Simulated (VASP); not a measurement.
A run of VASP 6.6.1 is set up as follows.

Contents of INCAR:

```
ALGO     = Normal         # electronic algorithm
EDIFF    = 1E-6           # SCF threshold, eV
ENCUT    = 520            # plane-wave cutoff, eV
GGA      = PE             # functional
ISIF     = 2              # what is computed and relaxed
ISMEAR   = 0              # smearing method
LASPH    = T              # aspherical terms in the spheres
LCHARG   = T              # write CHGCAR
LELF     = T              # ELF
LREAL    = F              # projectors in reciprocal space
LVHAR    = T            
LWAVE    = F              # write WAVECAR
NBANDS   = 24             # bands
NELM     = 60             # most SCF steps
PREC     = Accurate       # precision mode
SIGMA    = 0.1            # smearing width, eV
```

KPOINTS

```
k-points
0
Gamma
  10 10 14
```

File POSCAR:

```
GaS3
1.0
    4.5432906025      0.0000000000      0.0000000000
    0.0000000000      4.5432906025      0.0000000000
    0.0000000000      0.0000000000      3.2271345552
Ga S
1 3
Direct
    0.0000000000      0.0000000000      0.0000000000
    0.0000000000      0.5000000000      0.5000000000
    0.5000000000      0.0000000000      0.5000000000
    0.5000000000      0.5000000000      0.0000000000
```

Potentials or basis: VASP PAW PBE potentials, release 64 (Ga_d, S).

Launch:

```sh
$ cat potpaw_PBE.64/Ga_d/POTCAR potpaw_PBE.64/S/POTCAR > POTCAR
$ mpirun -np 1 vasp_std > vasp.out
```

(1) Predict the pressure.

(2) Estimate the band gap on the k mesh.

Results:

(1) -0.1 GPa.

(2) zero (an odd number of electrons rules out a gap without spin polarisation).
